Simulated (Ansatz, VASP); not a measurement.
Ba: VASP beside Ansatz

```
Ba
1.0
     0.00000    3.17400    3.17400
     3.17400    0.00000    3.17400
     3.17400    3.17400    0.00000
Ba
1
Direct
  0.00000 0.00000 0.00000
```

Alike in both runs: functional PBE; k mesh 16 × 16 × 16; occupations gaussian, width 0.1 eV; no spin polarisation.

Ansatz relaxed the structure, and its values are those at the end. VASP's run is a single point on that final structure, the one shown.

|  | VASP | Ansatz |
| --- | --- | --- |
| version | VASP 6.6.1 | Ansatz 0.2.0 |
| potentials or method | VASP PAW PBE potentials, release 64 (Ba_sv), cutoff 520 eV | scalar-relativistic, plane waves, PAW |
| valence electrons in the cell | 10 | 10 |

```tsv
	VASP	Ansatz	Ansatz less VASP
gap on the k mesh at the Fermi level (eV)	none	none	-
pressure (GPa)	0.1	0.0	-0.04
```

A gap of «none» marks a metal or a gap that the smearing closes.

Neither program's run includes spin-orbit coupling.
